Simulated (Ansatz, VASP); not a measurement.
## One calculation of Ru, two programs

File INCAR:

```
ALGO     = Normal         # electronic algorithm
EDIFF    = 1E-7           # SCF threshold, eV
ENCUT    = 520            # plane-wave cutoff, eV
GGA      = PE             # functional
ISIF     = 2              # what is computed and relaxed
ISMEAR   = -1             # smearing method
LASPH    = True           # aspherical terms in the spheres
LCHARG   = False          # write CHGCAR
LREAL    = False          # projectors in reciprocal space
LWAVE    = False          # write WAVECAR
NBANDS   = 13             # bands
NELM     = 80             # most SCF steps
PREC     = Accurate       # precision mode
SIGMA    = 0.05           # smearing width, eV
```

KPOINTS

```
k-points
0
Gamma
  16 16 16
```

Contents of POSCAR:

```
Ru
1.0
    0.0000000000      1.9339616292      1.9339616292
    1.9339616292      0.0000000000      1.9339616292
    1.9339616292      1.9339616292      0.0000000000
Ru
1
Direct
    0.0000000000      0.0000000000      0.0000000000
```

Input for Ansatz:

```yaml
crystal:
  lattice:
    - [0.0, 1.9339616292, 1.9339616292]
    - [1.9339616292, 0.0, 1.9339616292]
    - [1.9339616292, 1.9339616292, 0.0]
  atoms:
    - { symbol: Ru, position: [0.0, 0.0, 0.0] }
kpoints:
  mp_grid: { grid: [16, 16, 16] }
scf:
  occupations: { method: fermi_dirac, width: 0.05 }
hamiltonian:
  xc: pbe
  pseudopotentials: { kind: all_electron, lapw: { basis_error: 0.0005 } }
output:
  forces: true
  stress: true
  eigenvalues: true
```

Change from the starting cell: volume scaled by 1.03.

Alike in both runs: task single point; functional PBE; k mesh 16 × 16 × 16; occupations fermi-dirac, width 0.05 eV; no spin polarisation.

|  | VASP | Ansatz |
| --- | --- | --- |
| version | VASP 6.6.1 | Ansatz 0.2.0 |
| potentials or method | VASP PAW PBE potentials, release 64 (Ru_pv), cutoff 520 eV | all-electron LAPW, scalar-relativistic |

Ansatz gave:

* pressure (GPa): -12.3

Question: Estimate VASP's values.

Answer: Pressure (GPa): -12.4.

Ansatz ran all-electron here, and VASP with PAW potentials.
